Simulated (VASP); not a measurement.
# GaSi3S2 (P6/mmm) in VASP: further runs

The runs below take GaSi3S2 through relaxation of cell and atoms, with PBE.

All numbers are computed with VASP 6.6.1; they aren't measurements. Logs are shortened: lines on timing, memory, paths and dates and some standing lists are left out, and cuts for length are marked.

### Step 1. The cell of the first run

The structure is hexagonal, space group P6/mmm (No. 191). Conventional cell: a = 8.131 Å, b = 8.131 Å, c = 2.493 Å, α = 90.00°, β = 90.00°, γ = 120.00°. Ga (site symmetry 6/mmm) has 2 Ga at 2.49 Å within 3.3 Å. Si (site symmetry mmm) has 2 S at 2.35 Å and 2 Si at 2.49 Å within 3.1 Å. Within 3.1 Å of S (site symmetry -6m2) lie 3 Si at 2.35 Å and 2 S at 2.49 Å.

### Step 2. Relaxation of cell and atoms, PBE

Input file INCAR:

```
PREC     = Accurate       # precision mode
ENCUT    = 600            # plane-wave cutoff, eV
EDIFF    = 1E-6           # SCF threshold, eV
ISMEAR   = 0              # smearing method
SIGMA    = 0.1            # smearing width, eV
LREAL    = False          # projectors in reciprocal space
LASPH    = True           # aspherical terms in the spheres
NELM     = 80             # most SCF steps
ALGO     = Normal         # electronic algorithm
ISIF     = 3              # what is computed and relaxed
LWAVE    = False          # write WAVECAR
LCHARG   = False          # write CHGCAR
GGA      = PE             # functional
IBRION   = 2              # ionic algorithm
NSW      = 90             # ionic steps
EDIFFG   = -0.04          # ionic threshold
```

Input file KPOINTS:

```
Automatic mesh
0
Gamma
  3 3 8
```

Input file POSCAR:

```
GaSi3S2
1.0
    8.1306258666      0.0000000000      0.0000000000
   -4.0653129333      7.0413285492      0.0000000000
    0.0000000000      0.0000000000      2.4927121513
Ga Si S
1 3 2
Direct
    0.0000000000      0.0000000000      0.0000000000
    0.5000000000      0.0000000000      0.5000000000
    0.0000000000      0.5000000000      0.5000000000
    0.5000000000      0.5000000000      0.5000000000
    0.3333333333      0.6666666667      0.5000000000
    0.6666666667      0.3333333333      0.5000000000
```

Potentials or basis: VASP PAW PBE potentials, release 64 (Ga_d, Si, S).

Started as:

```sh
$ cat potpaw_PBE.64/Ga_d/POTCAR potpaw_PBE.64/Si/POTCAR potpaw_PBE.64/S/POTCAR > POTCAR
$ mpirun -np 1 vasp_std > vasp.out
```

OUTCAR:

```text
PREC = Accurate
   ENCUT = 600
   EDIFF = 1E-6
   ISMEAR = 0
   LREAL = False
   LASPH = True
   NELM = 80
   ISIF = 3
   GGA = PE
   IBRION = 2
   NSW = 90
   EDIFFG = -0.04

 ion  position               nearest neighbor table
   1  0.000  0.000  0.000-
   2  0.500  0.000  0.500-   5 2.35   6 2.35
   3  0.000  0.500  0.500-   5 2.35   6 2.35
   4  0.500  0.500  0.500-   5 2.35   6 2.35
   5  0.333  0.667  0.500-   3 2.35   2 2.35   4 2.35
   6  0.667  0.333  0.500-   3 2.35   2 2.35   4 2.35

  LATTYP: Found a hexagonal cell.
 ALAT       =     8.1306258666
 C/A-ratio  =     0.3065830592

  Lattice vectors:

 A1 = (   8.1306258666,   0.0000000000,   0.0000000000)
 A2 = (  -4.0653129333,   7.0413285492,   0.0000000000)
 A3 = (   0.0000000000,   0.0000000000,   2.4927121513)

Analysis of symmetry for initial positions (statically):
=====================================================================
 Subroutine PRICEL returns:
 Original cell was already a primitive cell.

 Routine SETGRP: Setting up the symmetry group for a
 hexagonal supercell.

 Subroutine GETGRP returns: Found 24 space group operations
 (whereof 24 operations were pure point group operations)
 out of a pool of 24 trial point group operations.

The static configuration has the point symmetry D_6h.

Analysis of symmetry for dynamics (positions and initial velocities):
=====================================================================
 Subroutine PRICEL returns:
 Original cell was already a primitive cell.

 Routine SETGRP: Setting up the symmetry group for a
 hexagonal supercell.

 Subroutine GETGRP returns: Found 24 space group operations
 (whereof 24 operations were pure point group operations)
 out of a pool of 24 trial point group operations.

The dynamic configuration has the point symmetry D_6h.

 Subroutine INISYM returns: Found 24 space group operations
 (whereof 24 operations are pure point group operations),
 and found     1 'primitive' translations

----------------------------------------------------------------------------------------

                                     Primitive cell

  volume of cell :     142.7088

  direct lattice vectors                    reciprocal lattice vectors
     8.130625867  0.000000000  0.000000000     0.122991762  0.071009327  0.000000000
    -4.065312933  7.041328549  0.000000000     0.000000000  0.142018654  0.000000000
     0.000000000  0.000000000  2.492712151     0.000000000  0.000000000  0.401169465

  length of vectors
     8.130625867  8.130625867  2.492712151     0.142018654  0.142018654  0.401169465

  position of ions in fractional coordinates (direct lattice)
     0.000000000  0.000000000  0.000000000
     0.500000000  0.000000000  0.500000000
     0.000000000  0.500000000  0.500000000
     0.500000000  0.500000000  0.500000000
     0.333333333  0.666666667  0.500000000
     0.666666667  0.333333333  0.500000000

  ion indices of the primitive-cell ions
   primitive index   ion index
                 1           1
                 2           2
                 3           3
                 4           4
                 5           5
                 6           6

----------------------------------------------------------------------------------------

 KPOINTS: Automatic mesh

Automatic generation of k-mesh.
 Grid dimensions read from file:
 generate k-points for:    3    3    8

 Generating k-lattice:

  Cartesian coordinates                     Fractional coordinates (reciprocal lattice)
     0.040997254  0.023669776  0.000000000     0.333333333  0.000000000  0.000000000
     0.000000000  0.047339551  0.000000000     0.000000000  0.333333333  0.000000000
     0.000000000  0.000000000  0.050146183     0.000000000  0.000000000  0.125000000

  Length of vectors
     0.047339551  0.047339551  0.050146183

  Shift w.r.t. Gamma in fractional coordinates (k-lattice)
     0.000000000  0.000000000  0.000000000

 Subroutine IBZKPT returns following result:
 ===========================================

 Found     15 irreducible k-points:

 Following reciprocal coordinates:
            Coordinates               Weight
  0.000000  0.000000  0.000000      1.000000
  0.333333 -0.000000  0.000000      6.000000
  0.333333  0.333333  0.000000      2.000000
  0.000000  0.000000  0.125000      2.000000
  0.333333 -0.000000  0.125000     12.000000
  0.333333  0.333333  0.125000      4.000000
  0.000000  0.000000  0.250000      2.000000
  0.333333 -0.000000  0.250000     12.000000
  0.333333  0.333333  0.250000      4.000000
  0.000000  0.000000  0.375000      2.000000
  0.333333 -0.000000  0.375000     12.000000
  0.333333  0.333333  0.375000      4.000000
  0.000000  0.000000  0.500000      1.000000
  0.333333 -0.000000  0.500000      6.000000
  0.333333  0.333333  0.500000      2.000000
   k-points           NKPTS =     15   k-points in BZ     NKDIM =     15   number of bands    NBANDS=     22
   number of dos      NEDOS =    301   number of ions     NIONS =      6
   total plane-waves  NPLWV =  98000
   dimension x,y,z NGX =    70 NGY =   70 NGZ =   20
   dimension x,y,z NGXF=   140 NGYF=  140 NGZF=   40
   ions per type =               1   3   2
   NGX,Y,Z   is equivalent  to a cutoff of  14.31, 14.31, 13.34 a.u.
   NGXF,Y,Z  is equivalent  to a cutoff of  28.63, 28.63, 26.68 a.u.
 SYSTEM =  unknown system
   PREC   = accura    normal or accurate (medium, high low for compatibility)
   ISTART =      0    job   : 0-new  1-cont  2-samecut
   ICHARG =      2    charge: 1-file 2-atom 10-const
   ISPIN  =      1    spin polarized calculation?
   LNONCOLLINEAR =      F non collinear calculations
   LSORBIT =      F    spin-orbit coupling
   LASPH  =      T    aspherical Exc in radial PAW
   ENCUT  =  600.0 eV  44.10 Ry    6.64 a.u.  16.24 16.24  4.98*2*pi/ulx,y,z
   NELM   =     80;   NELMIN=  2; NELMDL= -5     # of ELM steps
   EDIFF  = 0.1E-05   stopping-criterion for ELM
   LREAL  =      F    real-space projection
   EDIFFG = -.4E-01   stopping-criterion for IOM
   NSW    =     90    number of steps for IOM
   IBRION =      2    ionic relax: 0-MD 1-quasi-New 2-CG
   NFREE  =      1    steps in history (QN), initial steepest desc. (CG)
   ISIF   =      3    stress and relaxation
   ISYM   =      2    0-nonsym 1-usesym 2-fastsym
   POTIM  = 0.5000    time-step for ionic-motion
   TEBEG  =    0.0;   TEEND  =   0.0 temperature during run
   PSTRESS=    0.0 pullay stress
   NELECT =      37.0000    total number of electrons
   NUPDOWN=      -1.0000    fix difference up-down
   EMIN   =  10.00;   EMAX   =-10.00  energy-range for DOS
   EFERMI =   0.00;   METHOD = LEGACY
   ISMEAR =     0;   SIGMA  =   0.10  broadening in eV -4-tet -1-fermi 0-gaus
   EFERMI_NEDOS =   21; number of points for ismear=-14 and -15
   IALGO  =     38    algorithm
   IMIX   =      4    mixing-type and parameters
     AMIX     =   0.40;   BMIX     =  1.00
     AMIX_MAG =   1.60;   BMIX_MAG =  1.00
  volume/ion in A,a.u.               =      23.78       160.51
  Fermi-wavevector in a.u.,A,eV,Ry     =   1.043899  1.972683 14.826612  1.089725
  Thomas-Fermi vector in A             =   2.178628
   LORBIT       =      0    0 simple, 1 ext, 2 COOP (PROOUT), +10 PAW based schemes
   GGA     = PE    functional components
   LHFCALC =     F    Hartree Fock is set to
   AEXX    =    0.0000 exact exchange contribution
   IVDW    =     0    specifies the selected vdW correction
   LEPSILON=     F    determine dielectric tensor
   LRPA    =     F    only Hartree local field effects (RPA)
 conjugate gradient relaxation of ions
 non-spin polarized calculation
 Gauss-broadening in eV      SIGMA  =   0.10
  energy-cutoff  :      600.00
  volume of cell :      142.71
 maximum number of plane-waves:      4810
 NGX is ok and might be reduce to    70
   NGX = 33   NGY = 33   NGZ =  9

--------------------------------------- Ionic step        1  -------------------------------------------

 number of electron      37.0000003 magnetization

 Free energy of the ion-electron system (eV)
  ---------------------------------------------------
  ext. energy  EPLUGINS =         0.00000000
  ---------------------------------------------------
  free energy    TOTEN  =       -23.95739886 eV

  energy without entropy =      -23.91828621  energy(sigma->0) =      -23.93784253

------------------------ aborting loop because EDIFF is reached ----------------------------------------

  FORCE on cell =-STRESS in cart. coord.  units (eV):
  Direction    XX          YY          ZZ          XY          YZ          ZX
  --------------------------------------------------------------------------------------
  -------------------------------------------------------------------------------------
  Total        1.5874668      1.5874668     -6.5740761      0.0000000      0.0000000      0.0000000
  in kB       17.8223316     17.8223316    -73.8064969      0.0000000      0.0000000      0.0000000
  external PRESSURE =     -12.7206112 kB  Pullay stress =       0.0000000 kB
[... 225 lines left out ...]
  energy  without entropy=      -24.1974105730  energy(sigma->0) =      -24.20596503

--------------------------------------- Ionic step        7  -------------------------------------------

 number of electron      37.0000002 magnetization

 Free energy of the ion-electron system (eV)
  ---------------------------------------------------
  ext. energy  EPLUGINS =         0.00000000
  ---------------------------------------------------
  free energy    TOTEN  =       -24.21499889 eV

  energy without entropy =      -24.19826344  energy(sigma->0) =      -24.20663116

 E-fermi :   4.5798     XC(G=0):  -8.8532

 val. band max:        4.5358684429   @ k =   0.3333   0.3333   0.0000
 cond. band min:       4.6396607657   @ k =   0.3333  -0.0000   0.1250
 fundamental gap:      0.1037923228
 Fermi energy:         4.5798479347

 k-point     1 :       0.0000    0.0000    0.0000
  band No.  band energies     occupation
      1     -12.5329      2.00000
      2     -12.2138      2.00000
      3     -11.1024      2.00000
      4     -10.5866      2.00000
      5     -10.5866      2.00000
      6     -10.2701      2.00000
[... 397 lines left out ...]
  FREE ENERGIE OF THE ION-ELECTRON SYSTEM (eV)
  ---------------------------------------------------
  free  energy   TOTEN  =       -24.2149988922 eV

  energy  without entropy=      -24.1982634369  energy(sigma->0) =      -24.20663116

 reached required accuracy - stopping structural energy minimisation
```

Run time: 4.5 min. Hardware: 1 thread of Intel Xeon 6975P-C, shared host; peak memory 0.35 GiB.

Results:

- Free energy: -24.2150 eV
- Relaxed volume: 23.70 Å³/atom
- Relaxed cell: a = 8.314 Å, b = 8.314 Å, c = 2.376 Å, α = 90.00°, β = 90.00°, γ = 120.00°
- Space group after relaxing (to 0.05 Å): P6/mmm (No. 191)
- Energy gained by relaxing: 42.9 meV/atom
- Ionic steps: 7
- Pressure after relaxing: 0.0 GPa

Step by step:
| step | energy change (eV) | largest force (eV/Å) | pressure (GPa) | volume (Å³) |
| --- | --- | --- | --- | --- |
| 1 | 0.0000 | 0.0000 | -1.27 | 142.71 |
| 2 | -0.2427 | 0.0000 | 1.42 | 138.64 |
| 3 | -0.2447 | 0.0000 | 1.14 | 138.91 |
| 4 | -0.2573 | 0.0000 | 0.17 | 141.94 |
| 5 | -0.2573 | 0.0000 | 0.12 | 142.04 |
| 6 | -0.2571 | 0.0000 | -0.19 | 142.44 |
| 7 | -0.2576 | 0.0000 | 0.02 | 142.22 |

Final structure:
```
Ga Si S
1.0
     8.31438    0.00000    0.00000
    -4.15719    7.20046    0.00000
     0.00000    0.00000    2.37553
Ga Si S
1 3 2
Direct
  0.00000 0.00000 0.00000
  0.50000 0.00000 0.50000
  0.00000 0.50000 0.50000
  0.50000 0.50000 0.50000
  0.33333 0.66667 0.50000
  0.66667 0.33333 0.50000
```

### Step 3. Relaxation of cell and atoms, PBE

This run uses another cell than the first one, of 19.09 Å³/atom, 0.802 times its volume.

Input file INCAR:

```
SYSTEM = GaSi3S2
ALGO = Normal
EDIFF = 1E-6
EDIFFG = -0.04
ENCUT = 600
GGA = PE
IBRION = 2
ISIF = 3
ISMEAR = 0
LASPH = .TRUE.
LCHARG = .FALSE.
LREAL = .FALSE.
LWAVE = .FALSE.
NELM = 80
NSW = 90
PREC = Accurate
SIGMA = 0.1
```

Input file KPOINTS:

```
k-points
0
G
  6 6 4
  0 0 0
```

Input file POSCAR:

```
GaSi3S2
1.0
    5.3839543800      0.0000000000      0.0000000000
   -2.6919771900      4.6626412700      0.0000000000
    0.0000000000      0.0000000000      4.5615277600
Ga Si S
1 3 2
Direct
    0.0000000000      0.0000000000      0.0000000000
    0.5000000000      0.0000000000      0.5000000000
    0.0000000000      0.5000000000      0.5000000000
    0.5000000000      0.5000000000      0.5000000000
    0.3333333300      0.6666666700      0.5000000000
    0.6666666700      0.3333333300      0.5000000000
```

Potentials or basis: VASP PAW PBE potentials, release 64 (Ga_d, Si, S).

Started as:

```sh
$ cat potpaw_PBE.64/Ga_d/POTCAR potpaw_PBE.64/Si/POTCAR potpaw_PBE.64/S/POTCAR > POTCAR
$ mpirun -np 1 vasp_std > vasp.out
```

It took 21 min on 1 thread of Intel Xeon 6975P-C, shared host; peak memory 0.34 GiB.

Results (log left out):

```
Free energy                            : -24.7565 eV
Relaxed volume                         : 23.68 Å³/atom
Relaxed cell                           : a = 8.114 Å, b = 8.114 Å, c = 2.492 Å, α = 90.00°, β = 90.00°, γ = 120.00°
Space group after relaxing (to 0.05 Å) : P6/mmm (No. 191)
Energy gained by relaxing              : 7415.7 meV/atom
Ionic steps                            : 21
Pressure after relaxing                : 0.0 GPa
```

Step by step:
```tsv
step	energy change (eV)	largest force (eV/Å)	pressure (GPa)	volume (Å³)
1	0.0000	0.0000	143.60	114.51
2	-14.7898	0.0000	-18.39	560.60
3	-39.1194	0.0000	-3.78	284.04
4	-39.3636	0.0000	-3.25	274.38
5	-39.7056	0.0000	-0.95	243.67
6	-39.7068	0.0000	-1.22	246.72
7	-39.8887	0.0000	-1.46	238.15
8	-40.5706	0.0000	-2.28	212.73
9	-42.5000	0.0000	-3.15	161.88
10	267.0345	0.0000	1261.75	60.15
11	-42.6426	0.0000	-3.17	160.18
12	-38.1240	0.0000	38.28	110.17
13	-43.3905	0.0000	-3.02	152.76
14	-44.3134	0.0000	3.60	131.47
15	-44.4396	0.0000	1.17	137.81
16	-44.4419	0.0000	2.47	135.63
17	-44.2864	0.0000	-4.12	156.99
18	-44.4924	0.0000	-0.19	142.27
19	-44.4925	0.0000	-0.09	142.00
20	-44.4687	0.0000	0.46	142.44
21	-44.4944	0.0000	0.00	142.10
```

Final structure:
```
Ga Si S
1.0
     8.11439    0.00000    0.00000
    -4.05720    7.02727    0.00000
     0.00000    0.00000    2.49197
Ga Si S
1 3 2
Direct
  0.00000 0.00000 0.00000
  0.50000 0.00000 0.50000
  0.00000 0.50000 0.50000
  0.50000 0.50000 0.50000
  0.33333 0.66667 0.50000
  0.66667 0.33333 0.50000
```

Levels at points of the mesh, in eV from the Fermi level:
```
           k point  band 15  band 16  band 17  band 18  band 19  band 20  band 21  band 22
(0.00, 0.00, 0.00)    -2.22    -2.11    -2.11    -0.31     1.63     1.63     1.79     3.87
(0.50, 0.00, 0.00)    -3.01    -1.09    -1.02    -0.90     0.25     1.83     2.94     3.35
(0.00, 0.00, 0.50)    -3.51    -1.77    -1.61    -0.35    -0.26     1.81     1.81     2.19
(0.50, 0.00, 0.50)    -2.97    -2.37    -0.62    -0.39    -0.28     0.42     1.22     2.94
```

Caveat: the volume moved by over 15 % at a fixed basis, so the end points are rough.

### Step 4. Relaxation of cell and atoms, PBE

This run uses another cell than the first one, of 23.67 Å³/atom, 0.995 times its volume.

Input file INCAR:

```
PREC     = Accurate       # precision mode
ENCUT    = 600            # plane-wave cutoff, eV
EDIFF    = 1E-6           # SCF threshold, eV
ISMEAR   = 0              # smearing method
SIGMA    = 0.1            # smearing width, eV
LREAL    = False          # projectors in reciprocal space
LASPH    = True           # aspherical terms in the spheres
NELM     = 60             # most SCF steps
ALGO     = Normal         # electronic algorithm
ISIF     = 3              # what is computed and relaxed
LWAVE    = False          # write WAVECAR
LCHARG   = False          # write CHGCAR
GGA      = PE             # functional
IBRION   = 2              # ionic algorithm
NSW      = 100            # ionic steps
EDIFFG   = -0.01          # ionic threshold
```

Input file KPOINTS:

```
Automatic mesh
0
Gamma
  6 6 16
```

Input file POSCAR:

```
GaSi3S2
1.0
    8.3046480523      0.0000000000      0.0000000000
   -4.1523240261      7.1920361827      0.0000000000
    0.0000000000      0.0000000000      2.3781844711
Ga Si S
1 3 2
Direct
    0.0000000000      0.0000000000      0.0000000000
    0.5000000000      0.0000000000      0.5000000000
    0.0000000000      0.5000000000      0.5000000000
    0.5000000000      0.5000000000      0.5000000000
    0.3333333333      0.6666666667      0.5000000000
    0.6666666667      0.3333333333      0.5000000000
```

Started as:

```sh
$ cat potpaw_PBE.64/Ga_d/POTCAR potpaw_PBE.64/Si/POTCAR potpaw_PBE.64/S/POTCAR > POTCAR
$ mpirun -np 1 vasp_std > vasp.out
```

It took 22 min on 1 thread of Oxide Virtual Turin-like, shared host; peak memory 0.45 GiB.

Results (log left out):

| Property | Result |
| --- | --- |
| Free energy | -24.2379 eV |
| Relaxed volume | 23.28 Å³/atom |
| Relaxed cell | a = 8.186 Å, b = 8.186 Å, c = 2.407 Å, α = 90.00°, β = 90.00°, γ = 120.00° |
| Space group after relaxing (to 0.05 Å) | P6/mmm (No. 191) |
| Energy gained by relaxing | 7.1 meV/atom |
| Ionic steps | 8 |
| Pressure after relaxing | 0.0 GPa |

The path:
| step | energy change (eV) | largest force (eV/Å) | pressure (GPa) | volume (Å³) |
| --- | --- | --- | --- | --- |
| 1 | 0.0000 | 0.0000 | 0.04 | 142.04 |
| 2 | -0.0218 | 0.0000 | -1.17 | 142.09 |
| 3 | -0.0370 | 0.0000 | -0.76 | 142.09 |
| 4 | -0.0427 | 0.0000 | -0.12 | 139.98 |
| 5 | -0.0428 | 0.0000 | -0.01 | 139.66 |
| 6 | -0.0428 | 0.0000 | -0.04 | 139.71 |
| 7 | -0.0428 | 0.0000 | 0.02 | 139.69 |
| 8 | -0.0428 | 0.0000 | 0.00 | 139.70 |

Final structure:
```
Ga Si S
1.0
     8.18603    0.00000    0.00000
    -4.09301    7.08931    0.00000
     0.00000    0.00000    2.40728
Ga Si S
1 3 2
Direct
  0.00000 0.00000 0.00000
  0.50000 0.00000 0.50000
  0.00000 0.50000 0.50000
  0.50000 0.50000 0.50000
  0.33333 0.66667 0.50000
  0.66667 0.33333 0.50000
```

Levels at points of the mesh, in eV from the Fermi level:
```csv
k point,band 14,band 15,band 16,band 17,band 18,band 19,band 20,band 21,band 22
"(0.00, 0.00, 0.00)",-2.84,-2.84,-2.79,-2.79,-0.86,0.65,0.65,0.94,3.30
"(0.50, 0.00, 0.00)",-4.55,-3.62,-1.72,-1.64,-1.55,-0.66,0.90,2.21,2.52
"(0.00, 0.00, 0.50)",-4.04,-4.04,-2.50,-1.99,-1.18,-0.79,1.63,1.63,2.20
"(0.50, 0.00, 0.50)",-4.04,-3.57,-3.05,-1.76,-0.89,-0.37,0.33,1.14,2.83
```

### Step 5. Overview

```tsv
cell	k mesh	gap on the mesh (eV)	pressure (GPa)	relaxed volume (Å³/atom)
relaxed from a = 8.131, b = 8.131, c = 2.493 Å, angles 90.0, 90.0, 120.0°, 6 atoms	3 × 3 × 8	none	0.0	23.70
relaxed from a = 5.384, b = 5.384, c = 4.562 Å, angles 90.0, 90.0, 120.0°, 6 atoms	6 × 6 × 4	none	0.0	23.68
relaxed from a = 8.305, b = 8.305, c = 2.378 Å, angles 90.0, 90.0, 120.0°, 6 atoms	6 × 6 × 16	none	0.0	23.28
```

Alike in all rows: task relaxation of cell and atoms; level PBE; potentials or basis VASP PAW PBE potentials, release 64 (Ga_d, Si, S); no spin polarisation; cutoff (eV) 600; smearing gaussian 0.1 eV.

Caveats: the volume moved by over 15 % at a fixed basis, so the end points are rough (some runs).

Absolute energies hang on the potentials; compare differences alone.
